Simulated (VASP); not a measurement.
Wanted: the native input for a VASP 6.6.1 run.

| Item | Value |
| --- | --- |
| Task | single point |
| Functional | PBE |
| Dispersion | D3(BJ) |
| Potentials or basis | VASP PAW PBE potentials, release 64 (Te) |
| Cutoff | 500 eV |
| k mesh | 6 × 6 × 4 |
| Occupations | gaussian, width 0.01 eV |
| Spin | no spin polarisation |
| Dipole correction | no |
| Further INCAR settings | ALGO = Normal; EDIFF = 1e-06; NBANDS = 16 |

The structure of Te lies in POSCAR:

```
Te
1.0
    4.4540000000      0.0000000000      0.0000000000
   -2.2270000000      3.8572771485      0.0000000000
    0.0000000000      0.0000000000      5.9240000000
Te
3
Direct
    0.2690000000      0.0000000000      0.3333333333
    0.0000000000      0.2690000000      0.6666666667
    0.7310000000      0.7310000000      0.0000000000
```

These files were run (other wordings do the same):

INCAR

```
  ALGO = Normal
  EDIFF = 1E-6
  ENCUT = 500
  GGA = PE
  GGA_COMPAT = False
  ISIF = 2
  ISMEAR = 0
  IVDW = 12
  LASPH = True
  LCHARG = True
  LELF = True
  LREAL = False
  LVHAR = True
  LWAVE = False
  NBANDS = 16
  NELM = 120
  PREC = Accurate
  SIGMA = 0.01
```

KPOINTS

```
k-points
0
Gamma
  6 6 4
```

Potentials or basis: VASP PAW PBE potentials, release 64 (Te).

The run is started by

```sh
$ cat potpaw_PBE.64/Te/POTCAR > POTCAR
$ mpirun -np 1 vasp_std > vasp.out
```

It gave:

```
Pressure                   : -0.7 GPa
Largest force              : 0.155 eV/Å
Band gap on the k mesh     : 0.17 eV
Dispersion energy per atom : -0.430 eV
```

Caveat: spin-orbit coupling is left out, which moves the levels of the heavy elements.

It took 59 s on 1 thread of AMD EPYC 7R13, on a shared host, peak memory 0.19 GiB.
